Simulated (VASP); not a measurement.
# Zr (Fd-3m) in VASP: single point with PBE

Aim: the single point of Zr with PBE.

Program: VASP 6.6.1. These are calculated values, not measurements. Logs are shortened: lines on timing, memory, paths and dates and some standing lists are left out, and cuts for length are marked.

### 1 The cell of the first run

The structure is cubic, space group Fd-3m (No. 227). Conventional cell: a = 6.298 Å, b = 6.298 Å, c = 6.298 Å, α = 90.00°, β = 90.00°, γ = 90.00°. Within 3.6 Å of Zr (site symmetry -43m) lie 4 Zr at 2.73 Å.

### 2 Single point, PBE

Contents of INCAR:

```
ALGO = Normal
EDIFF = 1E-6
ENCUT = 520
GGA = PE
ISIF = 2
ISMEAR = -1
LASPH = T
LCHARG = F
LREAL = F
LWAVE = F
NBANDS = 19
NELM = 60
PREC = Accurate
SIGMA = 0.13605693000000002
```

Contents of KPOINTS:

```
k-points
0
Gamma
  8 8 8
```

Contents of POSCAR:

```
Zr
1.0
    0.0000000000      3.1490969108      3.1490969108
    3.1490969108      0.0000000000      3.1490969108
    3.1490969108      3.1490969108      0.0000000000
Zr
2
Direct
    0.0000000000      0.0000000000      0.0000000000
    0.2500000000      0.2500000000      0.2500000000
```

Potentials or basis: VASP PAW PBE potentials, release 64 (Zr_sv).

Command:

```
$ cat potpaw_PBE.64/Zr_sv/POTCAR > POTCAR
$ mpirun -np 1 vasp_std > vasp.out
```

OUTCAR:

```text
EDIFF = 1E-6
   ENCUT = 520
   GGA = PE
   ISIF = 2
   ISMEAR = -1
   LASPH = T
   LREAL = F
   NELM = 60
   PREC = Accurate

 ion  position               nearest neighbor table
   1  0.000  0.000  0.000-   2 2.73   2 2.73   2 2.73   2 2.73
   2  0.250  0.250  0.250-   1 2.73   1 2.73   1 2.73   1 2.73

  LATTYP: Found a face centered cubic cell.
 ALAT       =     6.2981938216

  Lattice vectors:

 A1 = (   0.0000000000,   3.1490969108,   3.1490969108)
 A2 = (   3.1490969108,   0.0000000000,   3.1490969108)
 A3 = (   3.1490969108,   3.1490969108,   0.0000000000)

Analysis of symmetry for initial positions (statically):
=====================================================================
 Subroutine PRICEL returns:
 Original cell was already a primitive cell.

 Routine SETGRP: Setting up the symmetry group for a
 face centered cubic supercell.

 Subroutine GETGRP returns: Found 48 space group operations
 (whereof 24 operations were pure point group operations)
 out of a pool of 48 trial point group operations.

The static configuration has the point symmetry T_d .
 The point group associated with its full space group is O_h .

Analysis of symmetry for dynamics (positions and initial velocities):
=====================================================================
 Subroutine PRICEL returns:
 Original cell was already a primitive cell.

 Routine SETGRP: Setting up the symmetry group for a
 face centered cubic supercell.

 Subroutine GETGRP returns: Found 48 space group operations
 (whereof 24 operations were pure point group operations)
 out of a pool of 48 trial point group operations.

The dynamic configuration has the point symmetry T_d .
 The point group associated with its full space group is O_h .

 Subroutine INISYM returns: Found 48 space group operations
 (whereof 24 operations are pure point group operations),
 and found     1 'primitive' translations

----------------------------------------------------------------------------------------

                                     Primitive cell

  volume of cell :      62.4580

  direct lattice vectors                    reciprocal lattice vectors
     0.000000000  3.149096911  3.149096911    -0.158775679  0.158775679  0.158775679
     3.149096911  0.000000000  3.149096911     0.158775679 -0.158775679  0.158775679
     3.149096911  3.149096911  0.000000000     0.158775679  0.158775679 -0.158775679

  length of vectors
     4.453495560  4.453495560  4.453495560     0.275007543  0.275007543  0.275007543

  position of ions in fractional coordinates (direct lattice)
     0.000000000  0.000000000  0.000000000
     0.250000000  0.250000000  0.250000000

  ion indices of the primitive-cell ions
   primitive index   ion index
                 1           1
                 2           2

----------------------------------------------------------------------------------------

 KPOINTS: k-points

Automatic generation of k-mesh.
 Grid dimensions read from file:
 generate k-points for:    8    8    8

 Generating k-lattice:

  Cartesian coordinates                     Fractional coordinates (reciprocal lattice)
    -0.019846960  0.019846960  0.019846960     0.125000000  0.000000000  0.000000000
     0.019846960 -0.019846960  0.019846960     0.000000000  0.125000000  0.000000000
     0.019846960  0.019846960 -0.019846960     0.000000000  0.000000000  0.125000000

  Length of vectors
     0.034375943  0.034375943  0.034375943

  Shift w.r.t. Gamma in fractional coordinates (k-lattice)
     0.000000000  0.000000000  0.000000000

 Subroutine IBZKPT returns following result:
 ===========================================

 Found     29 irreducible k-points:

 Following reciprocal coordinates:
            Coordinates               Weight
  0.000000  0.000000  0.000000      1.000000
  0.125000  0.000000  0.000000      8.000000
  0.250000  0.000000  0.000000      8.000000
  0.375000  0.000000  0.000000      8.000000
  0.500000  0.000000  0.000000      4.000000
  0.125000  0.125000  0.000000      6.000000
[... 16 lines left out ...]
  0.500000  0.250000  0.125000     48.000000
 -0.375000  0.250000  0.125000     24.000000
 [... further k-points ...]
   k-points           NKPTS =     29   k-points in BZ     NKDIM =     29   number of bands    NBANDS=     19
   number of dos      NEDOS =    301   number of ions     NIONS =      2
   total plane-waves  NPLWV =  46656
   dimension x,y,z NGX =    36 NGY =   36 NGZ =   36
   dimension x,y,z NGXF=    72 NGYF=   72 NGZF=   72
   ions per type =               2
   NGX,Y,Z   is equivalent  to a cutoff of  13.44, 13.44, 13.44 a.u.
   NGXF,Y,Z  is equivalent  to a cutoff of  26.88, 26.88, 26.88 a.u.
 SYSTEM =  unknown system
   PREC   = accura    normal or accurate (medium, high low for compatibility)
   ISTART =      0    job   : 0-new  1-cont  2-samecut
   ICHARG =      2    charge: 1-file 2-atom 10-const
   ISPIN  =      1    spin polarized calculation?
   LNONCOLLINEAR =      F non collinear calculations
   LSORBIT =      F    spin-orbit coupling
   LASPH  =      T    aspherical Exc in radial PAW
   ENCUT  =  520.0 eV  38.22 Ry    6.18 a.u.   8.28  8.28  8.28*2*pi/ulx,y,z
   NELM   =     60;   NELMIN=  2; NELMDL= -5     # of ELM steps
   EDIFF  = 0.1E-05   stopping-criterion for ELM
   LREAL  =      F    real-space projection
   EDIFFG = 0.1E-04   stopping-criterion for IOM
   NSW    =      0    number of steps for IOM
   IBRION =     -1    ionic relax: 0-MD 1-quasi-New 2-CG
   NFREE  =      0    steps in history (QN), initial steepest desc. (CG)
   ISIF   =      2    stress and relaxation
   ISYM   =      2    0-nonsym 1-usesym 2-fastsym
   POTIM  = 0.5000    time-step for ionic-motion
   TEBEG  =    0.0;   TEEND  =   0.0 temperature during run
   PSTRESS=    0.0 pullay stress
   NELECT =      24.0000    total number of electrons
   NUPDOWN=      -1.0000    fix difference up-down
   EMIN   =  10.00;   EMAX   =-10.00  energy-range for DOS
   EFERMI =   0.00;   METHOD = LEGACY
   ISMEAR =    -1;   SIGMA  =   0.14  broadening in eV -4-tet -1-fermi 0-gaus
   EFERMI_NEDOS =   21; number of points for ismear=-14 and -15
   IALGO  =     38    algorithm
   IMIX   =      4    mixing-type and parameters
     AMIX     =   0.40;   BMIX     =  1.00
     AMIX_MAG =   1.60;   BMIX_MAG =  1.00
  volume/ion in A,a.u.               =      31.23       210.74
  Fermi-wavevector in a.u.,A,eV,Ry     =   1.190189  2.249131 19.273327  1.416550
  Thomas-Fermi vector in A             =   2.326279
   LORBIT       =      0    0 simple, 1 ext, 2 COOP (PROOUT), +10 PAW based schemes
   GGA     = PE    functional components
   LHFCALC =     F    Hartree Fock is set to
   AEXX    =    0.0000 exact exchange contribution
   IVDW    =     0    specifies the selected vdW correction
   LEPSILON=     F    determine dielectric tensor
   LRPA    =     F    only Hartree local field effects (RPA)
 non-spin polarized calculation
  energy-cutoff  :      520.00
  volume of cell :       62.46
 maximum number of plane-waves:      1705
 NGX is ok and might be reduce to    36
   NGX = 17   NGY = 17   NGZ = 17

 number of electron      24.0000000 magnetization

 Free energy of the ion-electron system (eV)
  ---------------------------------------------------
  ext. energy  EPLUGINS =         0.00000000
  ---------------------------------------------------
  free energy    TOTEN  =       -12.38151737 eV

  energy without entropy =      -12.09774015  energy(sigma->0) =      -12.23962876

 E-fermi :   5.5030     XC(G=0):  -9.4899

 val. band max:        5.5006210982   @ k =  -0.1250   0.1250   0.0000
 cond. band min:       5.5062351423   @ k =   0.3750   0.3750   0.0000
 fundamental gap:      0.0056140441
 Fermi energy:         5.5030280407

 k-point     1 :       0.0000    0.0000    0.0000
  band No.  band energies     occupation
      1     -43.3803      2.00000
      2     -42.8327      2.00000
      3     -21.7164      2.00000
      4     -21.7164      2.00000
      5     -21.7164      2.00000
      6     -20.7572      2.00000
[... 11 lines left out ...]
     18      10.9085      0.00000
     19      10.9085      0.00000

 k-point     2 :       0.1250    0.0000    0.0000
  band No.  band energies     occupation
      1     -43.3653      2.00000
      2     -42.8487      2.00000
      3     -21.7347      2.00000
      4     -21.7347      2.00000
      5     -21.7159      2.00000
      6     -20.7583      2.00000
[... 11 lines left out ...]
     18      10.8555      0.00000
     19      10.8555      0.00000

 k-point     3 :       0.2500    0.0000    0.0000
  band No.  band energies     occupation
      1     -43.3246      2.00000
      2     -42.8918      2.00000
      3     -21.7762      2.00000
      4     -21.7762      2.00000
      5     -21.7160      2.00000
      6     -20.7594      2.00000
[... 11 lines left out ...]
     18      10.6693      0.00000
     19      10.6693      0.00000

 k-point     4 :       0.3750    0.0000    0.0000
  band No.  band energies     occupation
      1     -43.2735      2.00000
      2     -42.9453      2.00000
      3     -21.8145      2.00000
      4     -21.8144      2.00000
      5     -21.7180      2.00000
      6     -20.7583      2.00000
[... 11 lines left out ...]
     18      10.3063      0.00000
     19      10.3063      0.00000

 k-point     5 :       0.5000    0.0000    0.0000
  band No.  band energies     occupation
      1     -43.2467      2.00000
      2     -42.9732      2.00000
      3     -21.8295      2.00000
      4     -21.8295      2.00000
      5     -21.7193      2.00000
      6     -20.7572      2.00000
[... 11 lines left out ...]
     18      10.0078      0.00000
     19      10.0090      0.00000

 k-point     6 :       0.1250    0.1250    0.0000
  band No.  band energies     occupation
      1     -43.3601      2.00000
      2     -42.8543      2.00000
      3     -21.7565      2.00000
      4     -21.7565      2.00000
      5     -21.6805      2.00000
      6     -20.7963      2.00000
[... 11 lines left out ...]
     18      10.5498      0.00000
     19      11.0563      0.00000

 k-point     7 :       0.2500    0.1250    0.0000
  band No.  band energies     occupation
      1     -43.3271      2.00000
      2     -42.8892      2.00000
      3     -21.8009      2.00000
      4     -21.7989      2.00000
      5     -21.6509      2.00000
      6     -20.8270      2.00000
[... 11 lines left out ...]
     18      10.1841      0.00000
     19      11.0424      0.00000

 k-point     8 :       0.3750    0.1250    0.0000
  band No.  band energies     occupation
      1     -43.2769      2.00000
      2     -42.9418      2.00000
      3     -21.8528      2.00000
      4     -21.8356      2.00000
      5     -21.6302      2.00000
      6     -20.8458      2.00000
[... 256 lines left out ...]
 k-point    20 :      -0.3750    0.3750    0.0000
  band No.  band energies     occupation
      1     -43.1510      2.00000
      2     -43.0709      2.00000
      3     -21.9686      2.00000
      4     -21.9104      2.00000
      5     -21.3632      2.00000
      6     -21.1157      2.00000
[... 11 lines left out ...]
     18       9.8340      0.00000
     19      10.5303      0.00000

 k-point    21 :       0.5000    0.5000    0.0000
  band No.  band energies     occupation
      1     -43.1111      2.00000
      2     -43.1111      2.00000
      3     -21.9439      2.00000
      4     -21.9439      2.00000
      5     -21.2468      2.00000
      6     -21.2468      2.00000
[... 11 lines left out ...]
     18       9.8513      0.00000
     19      10.3023      0.00000

 k-point    22 :       0.3750    0.2500    0.1250
  band No.  band energies     occupation
      1     -43.2879      2.00000
      2     -42.9304      2.00000
      3     -21.8701      2.00000
      4     -21.8246      2.00000
      5     -21.5945      2.00000
      6     -20.8836      2.00000
[... 11 lines left out ...]
     18       9.6027      0.00000
     19      11.0466      0.00000

 k-point    23 :       0.5000    0.2500    0.1250
  band No.  band energies     occupation
      1     -43.2365      2.00000
      2     -42.9837      2.00000
      3     -21.9208      2.00000
      4     -21.8582      2.00000
      5     -21.5393      2.00000
      6     -20.9354      2.00000
[... 11 lines left out ...]
     18       9.1705      0.00000
     19      10.8024      0.00000

 k-point    24 :      -0.3750    0.2500    0.1250
  band No.  band energies     occupation
      1     -43.2072      2.00000
      2     -43.0138      2.00000
      3     -21.9388      2.00000
      4     -21.8737      2.00000
      5     -21.5144      2.00000
      6     -20.9585      2.00000
[... 11 lines left out ...]
     18       9.7367      0.00000
     19      10.3018      0.00000

 [... further k-points ...]

------------------------ aborting loop because EDIFF is reached ----------------------------------------

  FORCE on cell =-STRESS in cart. coord.  units (eV):
  Direction    XX          YY          ZZ          XY          YZ          ZX
  --------------------------------------------------------------------------------------
  -------------------------------------------------------------------------------------
  Total        0.0506382      0.0506382      0.0506382      0.0000000      0.0000000      0.0000000
  in kB        1.2989742      1.2989742      1.2989742      0.0000000      0.0000000      0.0000000
  external PRESSURE =       1.2989742 kB  Pullay stress =       0.0000000 kB

 VOLUME and BASIS-vectors are now :
 -----------------------------------------------------------------------------
  energy-cutoff  :      520.00
  volume of cell :       62.46
      direct lattice vectors                 reciprocal lattice vectors
     0.000000000  3.149096911  3.149096911    -0.158775679  0.158775679  0.158775679
     3.149096911  0.000000000  3.149096911     0.158775679 -0.158775679  0.158775679
     3.149096911  3.149096911  0.000000000     0.158775679  0.158775679 -0.158775679

 POSITION                                       TOTAL-FORCE (eV/Angst)
 -----------------------------------------------------------------------------------
      0.00000      0.00000      0.00000        -0.000000     -0.000000     -0.000000
      1.57455      1.57455      1.57455         0.000000      0.000000      0.000000
 -----------------------------------------------------------------------------------
    total drift:                                0.000000      0.000000      0.000000

  FREE ENERGIE OF THE ION-ELECTRON SYSTEM (eV)
  ---------------------------------------------------
  free  energy   TOTEN  =       -12.3815173654 eV

  energy  without entropy=      -12.0977401498  energy(sigma->0) =      -12.23962876
```

It took 21 s on 1 thread of Intel Xeon 6975P-C (Granite Rapids), shared host; peak memory 0.2 GiB.

Results:

```yaml
Free_energy: -12.3815 eV
Pressure: 0.1 GPa
Band_gap_on_the_k_mesh: zero (band 12 reaches 5.58 eV, above the bottom of band 13 at 5.38 eV)
```
